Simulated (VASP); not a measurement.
# Sc (P6_3/mmc) in VASP: further runs

Sc is run at these levels: BLYP, RPBE; tasks: single point.

Program: VASP 6.6.1. These are calculated values, not measurements. Logs are shortened: lines on timing, memory, paths and dates and some standing lists are left out, and cuts for length are marked.

## Step 1: The cell of the first run

The structure is hexagonal, space group P6_3/mmc (No. 194). The conventional cell has a = 3.309 Å, b = 3.309 Å, c = 5.273 Å, α = 90.00°, β = 90.00°, γ = 120.00°. Sc (site symmetry -6m2) has 12 Sc at 3.26 to 3.31 Å within 4.3 Å.

## Step 2: Single point, BLYP

Input file INCAR:

```
  PREC = Accurate
  ENCUT = 500
  EDIFF = 1E-6
  ISMEAR = -1
  SIGMA = 0.05
  LREAL = F
  LASPH = T
  NELM = 120
  ALGO = Normal
  ISIF = 2
  LWAVE = F
  LCHARG = F
  GGA = B5
  ALDAX = 1.0
  AGGAX = 1.0
  AGGAC = 1.0
  ALDAC = 0.0
  NBANDS = 18
  GGA_COMPAT = F
```

Input file KPOINTS:

```
regular mesh
0
Gamma
  9 9 5
```

Input file POSCAR:

```
Sc
1.0
    3.3090000000      0.0000000000      0.0000000000
   -1.6545000000      2.8656780611      0.0000000000
    0.0000000000      0.0000000000      5.2733000000
Sc
2
Direct
    0.6666666667      0.3333333333      0.7500000000
    0.3333333333      0.6666666667      0.2500000000
```

Potentials or basis: VASP PAW PBE potentials, release 64 (Sc_sv).

Launch:

```sh
> cat potpaw_PBE.64/Sc_sv/POTCAR > POTCAR
> mpirun -np 1 vasp_std > vasp.out
```

OUTCAR:

```text
PREC = Accurate
   ENCUT = 500
   EDIFF = 1E-6
   ISMEAR = -1
   LREAL = F
   LASPH = T
   NELM = 120
   ISIF = 2
   GGA = B5

 ion  position               nearest neighbor table
   1  0.667  0.333  0.750-   2 3.26   2 3.26   2 3.26   2 3.26   2 3.26   2 3.26
   2  0.333  0.667  0.250-   1 3.26   1 3.26   1 3.26   1 3.26   1 3.26   1 3.26

  LATTYP: Found a hexagonal cell.
 ALAT       =     3.3090000000
 C/A-ratio  =     1.5936234512

  Lattice vectors:

 A1 = (   3.3090000000,   0.0000000000,   0.0000000000)
 A2 = (  -1.6545000000,   2.8656780611,   0.0000000000)
 A3 = (   0.0000000000,   0.0000000000,   5.2733000000)

Analysis of symmetry for initial positions (statically):
=====================================================================
 Subroutine PRICEL returns:
 Original cell was already a primitive cell.

 Routine SETGRP: Setting up the symmetry group for a
 hexagonal supercell.

 Subroutine GETGRP returns: Found 24 space group operations
 (whereof 12 operations were pure point group operations)
 out of a pool of 24 trial point group operations.

The static configuration has the point symmetry D_3d.
 The point group associated with its full space group is D_6h.

Analysis of symmetry for dynamics (positions and initial velocities):
=====================================================================
 Subroutine PRICEL returns:
 Original cell was already a primitive cell.

 Routine SETGRP: Setting up the symmetry group for a
 hexagonal supercell.

 Subroutine GETGRP returns: Found 24 space group operations
 (whereof 12 operations were pure point group operations)
 out of a pool of 24 trial point group operations.

The dynamic configuration has the point symmetry D_3d.
 The point group associated with its full space group is D_6h.

 Subroutine INISYM returns: Found 24 space group operations
 (whereof 12 operations are pure point group operations),
 and found     1 'primitive' translations

----------------------------------------------------------------------------------------

                                     Primitive cell

  volume of cell :      50.0042

  direct lattice vectors                    reciprocal lattice vectors
     3.309000000  0.000000000  0.000000000     0.302206105  0.174478776  0.000000000
    -1.654500000  2.865678061  0.000000000     0.000000000  0.348957552  0.000000000
     0.000000000  0.000000000  5.273300000     0.000000000  0.000000000  0.189634574

  length of vectors
     3.309000000  3.309000000  5.273300000     0.348957552  0.348957552  0.189634574

  position of ions in fractional coordinates (direct lattice)
     0.666666667  0.333333333  0.750000000
     0.333333333  0.666666667  0.250000000

  ion indices of the primitive-cell ions
   primitive index   ion index
                 1           1
                 2           2

----------------------------------------------------------------------------------------

 KPOINTS: regular mesh

Automatic generation of k-mesh.
 Grid dimensions read from file:
 generate k-points for:    9    9    5

 Generating k-lattice:

  Cartesian coordinates                     Fractional coordinates (reciprocal lattice)
     0.033578456  0.019386531  0.000000000     0.111111111 -0.000000000  0.000000000
     0.000000000  0.038773061  0.000000000     0.000000000  0.111111111  0.000000000
     0.000000000  0.000000000  0.037926915     0.000000000  0.000000000  0.200000000

  Length of vectors
     0.038773061  0.038773061  0.037926915

  Shift w.r.t. Gamma in fractional coordinates (k-lattice)
     0.000000000  0.000000000  0.000000000

 Subroutine IBZKPT returns following result:
 ===========================================

 Found     36 irreducible k-points:

 Following reciprocal coordinates:
            Coordinates               Weight
  0.000000  0.000000  0.000000      1.000000
  0.111111 -0.000000  0.000000      6.000000
  0.222222  0.000000  0.000000      6.000000
  0.333333  0.000000  0.000000      6.000000
  0.444444  0.000000  0.000000      6.000000
  0.111111  0.111111  0.000000      6.000000
[... 16 lines left out ...]
  0.333333  0.222222  0.200000     24.000000
  0.333333  0.333333  0.200000      4.000000
 [... further k-points ...]
   k-points           NKPTS =     36   k-points in BZ     NKDIM =     36   number of bands    NBANDS=     18
   number of dos      NEDOS =    301   number of ions     NIONS =      2
   total plane-waves  NPLWV =  23040
   dimension x,y,z NGX =    24 NGY =   24 NGZ =   40
   dimension x,y,z NGXF=    48 NGYF=   48 NGZF=   80
   ions per type =               2
   NGX,Y,Z   is equivalent  to a cutoff of  12.06, 12.06, 12.61 a.u.
   NGXF,Y,Z  is equivalent  to a cutoff of  24.12, 24.12, 25.22 a.u.
 SYSTEM =  unknown system
   PREC   = accura    normal or accurate (medium, high low for compatibility)
   ISTART =      0    job   : 0-new  1-cont  2-samecut
   ICHARG =      2    charge: 1-file 2-atom 10-const
   ISPIN  =      1    spin polarized calculation?
   LNONCOLLINEAR =      F non collinear calculations
   LSORBIT =      F    spin-orbit coupling
   LASPH  =      T    aspherical Exc in radial PAW
   ENCUT  =  500.0 eV  36.75 Ry    6.06 a.u.   6.03  6.03  9.61*2*pi/ulx,y,z
   NELM   =    120;   NELMIN=  2; NELMDL= -5     # of ELM steps
   EDIFF  = 0.1E-05   stopping-criterion for ELM
   LREAL  =      F    real-space projection
   EDIFFG = 0.1E-04   stopping-criterion for IOM
   NSW    =      0    number of steps for IOM
   IBRION =     -1    ionic relax: 0-MD 1-quasi-New 2-CG
   NFREE  =      0    steps in history (QN), initial steepest desc. (CG)
   ISIF   =      2    stress and relaxation
   ISYM   =      2    0-nonsym 1-usesym 2-fastsym
   POTIM  = 0.5000    time-step for ionic-motion
   TEBEG  =    0.0;   TEEND  =   0.0 temperature during run
   PSTRESS=    0.0 pullay stress
   NELECT =      22.0000    total number of electrons
   NUPDOWN=      -1.0000    fix difference up-down
   EMIN   =  10.00;   EMAX   =-10.00  energy-range for DOS
   EFERMI =   0.00;   METHOD = LEGACY
   ISMEAR =    -1;   SIGMA  =   0.05  broadening in eV -4-tet -1-fermi 0-gaus
   EFERMI_NEDOS =   21; number of points for ismear=-14 and -15
   IALGO  =     38    algorithm
   IMIX   =      4    mixing-type and parameters
     AMIX     =   0.40;   BMIX     =  1.00
     AMIX_MAG =   1.60;   BMIX_MAG =  1.00
  volume/ion in A,a.u.               =      25.00       168.72
  Fermi-wavevector in a.u.,A,eV,Ry     =   1.245127  2.352948 21.093660  1.550340
  Thomas-Fermi vector in A             =   2.379363
   LORBIT       =      0    0 simple, 1 ext, 2 COOP (PROOUT), +10 PAW based schemes
   GGA     = B5    functional components
   LHFCALC =     F    Hartree Fock is set to
   AEXX    =    0.0000 exact exchange contribution
   IVDW    =     0    specifies the selected vdW correction
   LEPSILON=     F    determine dielectric tensor
   LRPA    =     F    only Hartree local field effects (RPA)
 non-spin polarized calculation
  energy-cutoff  :      500.00
  volume of cell :       50.00
 maximum number of plane-waves:      1290
   NGX = 13   NGY = 13   NGZ = 19

 number of electron      22.0000007 magnetization

 Free energy of the ion-electron system (eV)
  ---------------------------------------------------
  ext. energy  EPLUGINS =         0.00000000
  ---------------------------------------------------
  free energy    TOTEN  =       -10.67758985 eV

  energy without entropy =      -10.64024420  energy(sigma->0) =      -10.65891703

 E-fermi :   4.0306     XC(G=0):  -9.3372

 val. band max:        4.0259503241   @ k =   0.3333   0.1111   0.2000
 cond. band min:       4.0340519744   @ k =   0.3333   0.0000   0.4000
 fundamental gap:      0.0081016503
 Fermi energy:         4.0305990073

 k-point     1 :       0.0000    0.0000    0.0000
  band No.  band energies     occupation
      1     -45.2786      2.00000
      2     -45.2163      2.00000
      3     -24.2310      2.00000
      4     -23.9075      2.00000
      5     -23.9075      2.00000
      6     -23.8508      2.00000
[... 10 lines left out ...]
     17       6.2783      0.00000
     18       6.2783      0.00000

 k-point     2 :       0.1111   -0.0000    0.0000
  band No.  band energies     occupation
      1     -45.2730      2.00000
      2     -45.2140      2.00000
      3     -24.2159      2.00000
      4     -23.9384      2.00000
      5     -23.9177      2.00000
      6     -23.8829      2.00000
[... 10 lines left out ...]
     17       6.0945      0.00000
     18       6.1295      0.00000

 k-point     3 :       0.2222    0.0000    0.0000
  band No.  band energies     occupation
      1     -45.2583      2.00000
      2     -45.2087      2.00000
      3     -24.1746      2.00000
      4     -24.0174      2.00000
      5     -23.9619      2.00000
      6     -23.9425      2.00000
[... 10 lines left out ...]
     17       6.3415      0.00000
     18       6.5615      0.00000

 k-point     4 :       0.3333    0.0000    0.0000
  band No.  band energies     occupation
      1     -45.2400      2.00000
      2     -45.2041      2.00000
      3     -24.1184      2.00000
      4     -24.1083      2.00000
      5     -24.0482      2.00000
      6     -23.9694      2.00000
[... 375 lines left out ...]
      4     -24.1089      2.00000
      5     -24.0176      2.00000
      6     -24.0029      2.00000
[... 10 lines left out ...]
     17       7.2807      0.00000
     18       7.5609      0.00000

 k-point    23 :       0.3333    0.2222    0.2000
  band No.  band energies     occupation
      1     -45.2170      2.00000
      2     -45.2056      2.00000
      3     -24.1509      2.00000
      4     -24.1162      2.00000
      5     -24.0539      2.00000
      6     -23.9910      2.00000
[... 10 lines left out ...]
     17       7.2872      0.00000
     18       7.7176      0.00000

 k-point    24 :       0.3333    0.3333    0.2000
  band No.  band energies     occupation
      1     -45.2093      2.00000
      2     -45.2093      2.00000
      3     -24.1122      2.00000
      4     -24.1057      2.00000
      5     -24.1057      2.00000
      6     -24.0114      2.00000
[... 10 lines left out ...]
     17       7.4319      0.00000
     18       7.4319      0.00000

 [... further k-points ...]
[... 5 lines left out ...]
  --------------------------------------------------------------------------------------
  -------------------------------------------------------------------------------------
  Total        0.1988099      0.1988099     -0.3551815      0.0000000      0.0000000      0.0000000
  in kB        6.3700366      6.3700366    -11.3803157      0.0000000      0.0000000      0.0000000
  external PRESSURE =       0.4532525 kB  Pullay stress =       0.0000000 kB

 VOLUME and BASIS-vectors are now :
 -----------------------------------------------------------------------------
  energy-cutoff  :      500.00
  volume of cell :       50.00
      direct lattice vectors                 reciprocal lattice vectors
     3.309000000  0.000000000  0.000000000     0.302206105  0.174478776  0.000000000
    -1.654500000  2.865678061  0.000000000     0.000000000  0.348957552  0.000000000
     0.000000000  0.000000000  5.273300000     0.000000000  0.000000000  0.189634574

 POSITION                                       TOTAL-FORCE (eV/Angst)
 -----------------------------------------------------------------------------------
      1.65450      0.95523      3.95498        -0.000000      0.000000      0.000000
     -0.00000      1.91045      1.31832         0.000000     -0.000000      0.000000
 -----------------------------------------------------------------------------------
    total drift:                               -0.000000      0.000000     -0.000000

  FREE ENERGIE OF THE ION-ELECTRON SYSTEM (eV)
  ---------------------------------------------------
  free  energy   TOTEN  =       -10.6775898509 eV

  energy  without entropy=      -10.6402442010  energy(sigma->0) =      -10.65891703
```

Run time: 38 s. Hardware: 1 thread of Intel Xeon Platinum 8259CL at 2.50GHz (Skylake/Cascade Lake), shared host; peak memory 0.16 GiB.

What came out:

```
Free energy            : -10.6776 eV
Pressure               : 0.0 GPa
Band gap on the k mesh : zero (bands 11 and 12 overlap by 1.12 eV)
```

Stress tensor (GPa, compression positive):
```
 0.64  0.00  0.00
 0.00  0.64  0.00
 0.00  0.00 -1.14
```

Caveat: the PAW data sets were made with another functional, which shifts forces and pressure a little.

(Part 1 of 2 ends here.)
